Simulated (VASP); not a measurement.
# SrO (Fm-3m) in VASP: notebook

Runs on SrO. Level: r2SCAN. Tasks: single point.

Everything below comes from runs of VASP 6.6.1. Logs are shortened: lines on timing, memory, paths and dates and some standing lists are left out, and cuts for length are marked.

## 1. The cell of the first run

Symmetry: Fm-3m, No. 225, cubic system. Conventional cell: a = 5.315 Å, b = 5.315 Å, c = 5.315 Å, α = 90.00°, β = 90.00°, γ = 90.00°. Within 3.5 Å of Sr (site symmetry m-3m) lie 6 O at 2.66 Å. Within 3.5 Å of O (site symmetry m-3m) lie 6 Sr at 2.66 Å.

## 2. Single point, r2SCAN, non-collinear spin, zero start, spin-orbit coupling (strain +3.0%)

The input, POSCAR:

```
SrO
1.0
    0.0000000000      2.6572890957      2.6572890957
    2.6572890957      0.0000000000      2.6572890957
    2.6572890957      2.6572890957      0.0000000000
Sr O
1 1
Direct
    0.0000000000      0.0000000000      0.0000000000
    0.5000000000      0.5000000000      0.5000000000
```

The input, INCAR.step1:

```
ALGO = Normal
EDIFF = 1E-4
ENCUT = 520
GGA = PE
GGA_COMPAT = F
ISMEAR = 0
LASPH = T
LCHARG = F
LNONCOLLINEAR = T
LREAL = F
LSORBIT = T
LWAVE = T
MAGMOM = 0 0 0 0 0 0
NBANDS = 28
NELM = 150
PREC = Accurate
SIGMA = 0.01
```

The input, INCAR.step2:

```
ALGO = Normal
EDIFF = 1E-6
ENCUT = 520
GGA_COMPAT = F
ISIF = 2
ISMEAR = 0
ISTART = 1
LASPH = T
LCHARG = F
LMIXTAU = T
LNONCOLLINEAR = T
LORBIT = 11
LORBMOM = T
LREAL = F
LSORBIT = T
LWAVE = F
MAGMOM = 0 0 0 0 0 0
METAGGA = R2SCAN
NBANDS = 28
NELM = 150
PREC = Accurate
SIGMA = 0.01
```

The input, KPOINTS:

```
k-points
0
Gamma
  8 8 8
```

Potentials or basis: VASP PAW PBE potentials, release 64 (Sr_sv, O).

Started as:

```bash
$ cat potpaw_PBE.64/Sr_sv/POTCAR potpaw_PBE.64/O/POTCAR > POTCAR
$ cp INCAR.step1 INCAR
$ mpirun -np 1 vasp_ncl > vasp.out
$ cp INCAR.step2 INCAR
$ mpirun -np 1 vasp_ncl > vasp.out
```

OUTCAR:

```text
EDIFF = 1E-6
   ENCUT = 520
   ISIF = 2
   ISMEAR = 0
   ISTART = 1
   LASPH = T
   LNONCOLLINEAR = T
   LORBIT = 11
   LREAL = F
   LSORBIT = T
   METAGGA = R2SCAN
   NELM = 150
   PREC = Accurate

 ion  position               nearest neighbor table
   1  0.000  0.000  0.000-   2 2.66   2 2.66   2 2.66   2 2.66   2 2.66   2 2.66
   2  0.500  0.500  0.500-   1 2.66   1 2.66   1 2.66   1 2.66   1 2.66   1 2.66

  LATTYP: Found a face centered cubic cell.
 ALAT       =     5.3145781914

  Lattice vectors:

 A1 = (   0.0000000000,   2.6572890957,   2.6572890957)
 A2 = (   2.6572890957,   0.0000000000,   2.6572890957)
 A3 = (   2.6572890957,   2.6572890957,   0.0000000000)

Analysis of symmetry for initial positions (statically):
=====================================================================
 Subroutine PRICEL returns:
 Original cell was already a primitive cell.

 Routine SETGRP: Setting up the symmetry group for a
 face centered cubic supercell.

 Subroutine GETGRP returns: Found 48 space group operations
 (whereof 48 operations were pure point group operations)
 out of a pool of 48 trial point group operations.

The static configuration has the point symmetry O_h .

Analysis of symmetry for dynamics (positions and initial velocities):
=====================================================================
 Subroutine PRICEL returns:
 Original cell was already a primitive cell.

 Routine SETGRP: Setting up the symmetry group for a
 face centered cubic supercell.

 Subroutine GETGRP returns: Found 48 space group operations
 (whereof 48 operations were pure point group operations)
 out of a pool of 48 trial point group operations.

The dynamic configuration has the point symmetry O_h .

Analysis of structural, dynamic, and magnetic symmetry:
=====================================================================
 Subroutine PRICEL returns:
 Original cell was already a primitive cell.

 Routine SETGRP: Setting up the symmetry group for a
 face centered cubic supercell.

 Subroutine GETGRP returns: Found 48 space group operations
 (whereof 48 operations were pure point group operations)
 out of a pool of 48 trial point group operations.

The overall configuration has the point symmetry O_h .

 Subroutine INISYM returns: Found 48 space group operations
 (whereof 48 operations are pure point group operations),
 and found     1 'primitive' translations
[... 920 lines left out ...]
      0.00000      0.00000      0.00000         0.000000     -0.000000     -0.000000
      2.65729      2.65729      2.65729        -0.000000      0.000000      0.000000
 -----------------------------------------------------------------------------------
    total drift:                                0.000000      0.000000      0.000000

  FREE ENERGIE OF THE ION-ELECTRON SYSTEM (eV)
  ---------------------------------------------------
  free  energy   TOTEN  =       -27.0742157172 eV

  energy  without entropy=      -27.0742157172  energy(sigma->0) =      -27.07421572

 orbital moment (x)

 # of ion     p       d       tot
 ----------------------------------------
  1         0.000  -0.000  -0.000
  2         0.000   0.000   0.000
 ----------------------------------------
            0.000  -0.000  -0.000

 orbital moment (y)

 # of ion     p       d       tot
 ----------------------------------------
  1         0.000   0.000   0.000
  2         0.000   0.000   0.000
 ----------------------------------------
            0.000   0.000   0.000

 orbital moment (z)

 # of ion     p       d       tot
 ----------------------------------------
  1         0.000   0.000   0.000
  2        -0.000   0.000  -0.000
 ----------------------------------------
           -0.000   0.000  -0.000

 Spin-Orbit-Coupling matrix elements

 Ion:    1  E_soc:     -0.1625946
 l=   1
     0.0000000    -0.0270778    -0.0270778
    -0.0270778     0.0000000    -0.0270778
    -0.0270778    -0.0270778     0.0000000
 l=   2
     0.0000000    -0.0000013     0.0000000    -0.0000013    -0.0000201
    -0.0000013     0.0000000    -0.0000151    -0.0000013    -0.0000050
     0.0000000    -0.0000151     0.0000000    -0.0000151     0.0000000
    -0.0000013    -0.0000013    -0.0000151     0.0000000    -0.0000050
    -0.0000201    -0.0000050     0.0000000    -0.0000050     0.0000000
 l=   3
     0.0000000     0.0000000     0.0000000     0.0000000     0.0000000     0.0000000     0.0000000
     0.0000000     0.0000000     0.0000000     0.0000000     0.0000000     0.0000000     0.0000000
     0.0000000     0.0000000     0.0000000     0.0000000     0.0000000     0.0000000     0.0000000
     0.0000000     0.0000000     0.0000000     0.0000000     0.0000000     0.0000000     0.0000000
     0.0000000     0.0000000     0.0000000     0.0000000     0.0000000     0.0000000     0.0000000
     0.0000000     0.0000000     0.0000000     0.0000000     0.0000000     0.0000000     0.0000000
     0.0000000     0.0000000     0.0000000     0.0000000     0.0000000     0.0000000     0.0000000

 Ion:    2  E_soc:     -0.0002815
 l=   1
     0.0000000    -0.0000469    -0.0000469
    -0.0000469     0.0000000    -0.0000469
    -0.0000469    -0.0000469     0.0000000
 l=   2
     0.0000000     0.0000000     0.0000000     0.0000000     0.0000000
     0.0000000     0.0000000     0.0000000     0.0000000     0.0000000
     0.0000000     0.0000000     0.0000000     0.0000000     0.0000000
     0.0000000     0.0000000     0.0000000     0.0000000     0.0000000
     0.0000000     0.0000000     0.0000000     0.0000000     0.0000000
 l=   3
     0.0000000     0.0000000     0.0000000     0.0000000     0.0000000     0.0000000     0.0000000
     0.0000000     0.0000000     0.0000000     0.0000000     0.0000000     0.0000000     0.0000000
     0.0000000     0.0000000     0.0000000     0.0000000     0.0000000     0.0000000     0.0000000
     0.0000000     0.0000000     0.0000000     0.0000000     0.0000000     0.0000000     0.0000000
     0.0000000     0.0000000     0.0000000     0.0000000     0.0000000     0.0000000     0.0000000
     0.0000000     0.0000000     0.0000000     0.0000000     0.0000000     0.0000000     0.0000000
     0.0000000     0.0000000     0.0000000     0.0000000     0.0000000     0.0000000     0.0000000

 total charge

# of ion       s       p       d       tot
------------------------------------------
    1        2.009   5.900   0.201   8.110
    2        1.552   3.412   0.000   4.964
--------------------------------------------------
tot          3.561   9.312   0.201  13.074

 magnetization (x)

# of ion       s       p       d       tot
------------------------------------------
    1        0.000   0.000   0.000   0.000
    2       -0.000   0.000   0.000  -0.000
--------------------------------------------------
tot          0.000   0.000   0.000   0.000

 magnetization (y)

# of ion       s       p       d       tot
------------------------------------------
    1        0.000  -0.000  -0.000   0.000
    2        0.000  -0.000   0.000  -0.000
--------------------------------------------------
tot          0.000  -0.000  -0.000  -0.000

 magnetization (z)

# of ion       s       p       d       tot
------------------------------------------
    1        0.000   0.000   0.000   0.000
    2        0.000   0.000   0.000   0.000
--------------------------------------------------
tot          0.000   0.000   0.000   0.000
```

It took 5 min on 1 thread of Intel Xeon Platinum 8259CL at 2.50GHz (Skylake/Cascade Lake), shared host; peak memory 0.31 GiB.

Results:

```
Free energy                                           : -27.0742 eV
Pressure                                              : -6.5 GPa
Net moment                                            : 0.00 μB per cell
Valence electrons inside the program's atomic spheres : Sr 8.11; O 4.96
```

Moments on the atoms (μB; x, y, z):
```
Sr  0.00 0.00 0.00
O   0.00 0.00 0.00
```

Caveat: the cell differs from its parent crystal (strain +3.0%); the cell stands under tension; the PAW data sets were made with another functional, which shifts forces and pressure a little.

## 3. Single point, r2SCAN, non-collinear spin, zero start, spin-orbit coupling (strain +4.0%)

The input, POSCAR:

```
SrO
1.0
    0.0000000000      2.6830880189      2.6830880189
    2.6830880189      0.0000000000      2.6830880189
    2.6830880189      2.6830880189      0.0000000000
Sr O
1 1
Direct
    0.0000000000      0.0000000000      0.0000000000
    0.5000000000      0.5000000000      0.5000000000
```

The input, INCAR.step1:

```
SYSTEM = SrO
PREC = Accurate ; ENCUT = 520
ISMEAR = 0 ; SIGMA = 0.01
LREAL = .False. ; LASPH = .True.
NELM = 150 ; MAGMOM = 0 0 0 0 0 0
LSORBIT = .True. ; GGA_COMPAT = .False.
NBANDS = 28 ; GGA = PE
ALGO = Normal ; EDIFF = 1E-4
LWAVE = .True. ; LCHARG = .False.
```

The input, INCAR.step2:

```
SYSTEM = SrO
PREC = Accurate ; ENCUT = 520
EDIFF = 1E-7 ; ISMEAR = 0
SIGMA = 0.01 ; LREAL = .False.
LASPH = .True. ; NELM = 150
ALGO = Normal ; ISIF = 2
LWAVE = .False. ; LCHARG = .True.
MAGMOM = 0 0 0 0 0 0 ; LORBIT = 11
LSORBIT = .True. ; GGA_COMPAT = .False.
LORBMOM = .True. ; METAGGA = R2SCAN
LMIXTAU = .True. ; LVHAR = .True.
NBANDS = 28 ; ISTART = 1
```

The input, KPOINTS:

```
regular mesh
0
Gamma
  8 8 8
  0 0 0
```

Potentials or basis: VASP PAW PBE potentials, release 64 (Sr_sv, O).

Started as:

```bash
$ cat potpaw_PBE.64/Sr_sv/POTCAR potpaw_PBE.64/O/POTCAR > POTCAR
$ cp INCAR.step1 INCAR
$ mpirun -np 1 vasp_ncl > vasp.out
$ cp INCAR.step2 INCAR
$ mpirun -np 1 vasp_ncl > vasp.out
```

It took 6.6 min on 1 thread of Intel Xeon Platinum 8259CL at 2.50GHz (Skylake/Cascade Lake), shared host; peak memory 0.32 GiB.

The run converged. Its results:

```
Free energy                                           : -27.0244 eV
Pressure                                              : -8.2 GPa
Net moment                                            : 0.00 μB per cell
Valence electrons inside the program's atomic spheres : Sr 8.09; O 4.95
```

Moments on the atoms (μB; x, y, z):
```
Sr  0.00 0.00 0.00
O   0.00 0.00 0.00
```

Caveat: the cell differs from its parent crystal (strain +4.0%); the cell stands under tension; the PAW data sets were made with another functional, which shifts forces and pressure a little.
